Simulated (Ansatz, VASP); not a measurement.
## One calculation of PbSe, two programs

```
Pb Se
1.0
     0.00000    3.06215    3.09277
     3.06215    0.00000    3.09277
     3.06215    3.06215    0.00000
Pb Se
1 1
Direct
  0.00000 0.00000 0.00000
  0.50000 0.50000 0.50000
```

Change from the starting cell: zz strain of +1 %.

Alike in both runs: task single point; functional PBEsol; k mesh 7 × 7 × 7; occupations fermi-dirac, width 0.02 eV; no spin polarisation.

|  | VASP | Ansatz |
| --- | --- | --- |
| version | VASP 6.6.1 | Ansatz 0.2.0 |
| potentials or method | VASP PAW PBE potentials, release 64 (Pb_d, Se), cutoff 520 eV | all-electron LAPW, scalar-relativistic |

```tsv
	VASP	Ansatz	Ansatz less VASP
gap on the k mesh at the Fermi level (eV)	0.83	0.83	-0.001
pressure (GPa)	-1.1	-1.1	+0.02
traceless stress, the component that is largest in VASP (GPa)	-0.74	-0.74	+0.003
```

VASP's potentials were made for PBE, not for PBEsol. Ansatz ran all-electron here, and VASP with PAW potentials.

Spin-orbit coupling is off throughout.
